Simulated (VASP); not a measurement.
**Al (a cell with a defect): single point with PBE+D3(BJ)**

The system is Al (a cell with a defect).

```xyz
33
Lattice="8.1000 0.0000 0.0000 0.0000 8.1000 0.0000 0.0000 0.0000 8.1000" Properties=species:S:1:pos:R:3 pbc="T T T"
Al    4.0615    0.0006   -0.0408
Al    6.1022    2.0592    0.0331
Al    5.9643    0.0019    2.0252
Al   -0.0048    0.0019   -0.1182
Al    2.0106    2.0357    0.0095
Al    4.0322    4.0513   -0.1202
Al    6.1033    6.0424    0.0342
Al    2.1486    0.0019    2.0252
Al    4.0322    1.9061    2.0252
Al    5.5458    4.0502    2.0237
Al    4.0615    0.0006    4.0901
Al    6.1036    2.0606    4.0160
Al    6.0389    0.0006    6.0743
Al    0.0212    4.0501   -0.4584
Al    2.0095    6.0660    0.0106
Al    0.0212    1.5671    2.0237
Al    2.4254    4.0501    2.0237
Al    4.0321    6.1955    2.0252
Al   -0.0048    0.0019    4.1673
Al    2.0093    2.0370    4.0396
Al    4.0322    4.0513    4.1692
Al    6.1047    6.0410    4.0149
Al    2.0689    0.0006    6.0743
Al    4.0615    1.9855    6.0743
Al    5.9643    4.0513    6.0759
Al    0.0212    6.5409    2.0237
Al    0.0212    4.0501    4.5155
Al    2.0082    6.0647    4.0385
Al   -0.0048    1.9080    6.0759
Al    2.1487    4.0513    6.0759
Al    4.0614    6.1163    6.0743
Al   -0.0048    6.1935    6.0759
Al   -0.0875    4.0549    2.0299
```

```
Program             : VASP 6.6.1
Task                : single point
Functional          : PBE
Dispersion          : D3(BJ)
Potentials or basis : VASP PAW PBE potentials, release 64 (Al)
Cutoff              : 520 eV
k mesh              : 3 × 3 × 3
Occupations         : gaussian, width 0.05 eV
Spin                : no spin polarisation
```

| Item | Value |
| --- | --- |
| Pressure | 1.2 GPa |
| Largest force | 0.014 eV/Å |
| Band gap on the k mesh | zero (an odd number of electrons rules out a gap without spin polarisation) |
| Dispersion energy per atom | -0.345 eV |

Forces in eV/Å, atoms in the order of the input:
```
Al   0.003 -0.001  0.012
Al  -0.001 -0.003 -0.003
Al   0.004 -0.001  0.000
Al  -0.002  0.001  0.001
Al   0.002  0.000  0.001
Al  -0.002  0.001 -0.002
Al   0.000  0.003 -0.003
Al   0.000  0.001  0.000
Al  -0.003 -0.002  0.000
Al   0.010  0.000  0.000
Al   0.003 -0.001 -0.012
Al  -0.001 -0.004  0.003
Al   0.014  0.000  0.000
Al   0.000  0.000  0.003
Al   0.001  0.000  0.001
Al   0.001  0.001 -0.001
Al  -0.004  0.000 -0.002
Al  -0.002  0.002  0.000
Al  -0.002  0.000 -0.001
Al   0.000  0.001 -0.001
Al  -0.002  0.000  0.001
Al  -0.001  0.003  0.003
Al  -0.012 -0.001  0.000
Al   0.003  0.011  0.000
Al   0.004  0.000 -0.001
Al   0.000 -0.001 -0.001
Al   0.001  0.000 -0.001
Al   0.000 -0.001 -0.001
Al  -0.002  0.000  0.001
Al  -0.001  0.000  0.000
Al   0.003 -0.012  0.000
Al  -0.002 -0.001  0.000
Al  -0.011  0.003  0.001
```

Levels at points of the mesh, in eV from the Fermi level:
| k point | band 46 | band 47 | band 48 | band 49 | band 50 | band 51 | band 52 | band 53 |
| --- | --- | --- | --- | --- | --- | --- | --- | --- |
| (0.00, 0.00, 0.00) | -0.50 | -0.50 | -0.13 | 0.18 | 0.18 | 0.18 | 0.43 | 0.48 |

Wall time 4.9 min on 1 thread of Intel(R) Xeon(R) 6975P-C (Granite Rapids), on a shared host, peak memory 0.64 GiB.
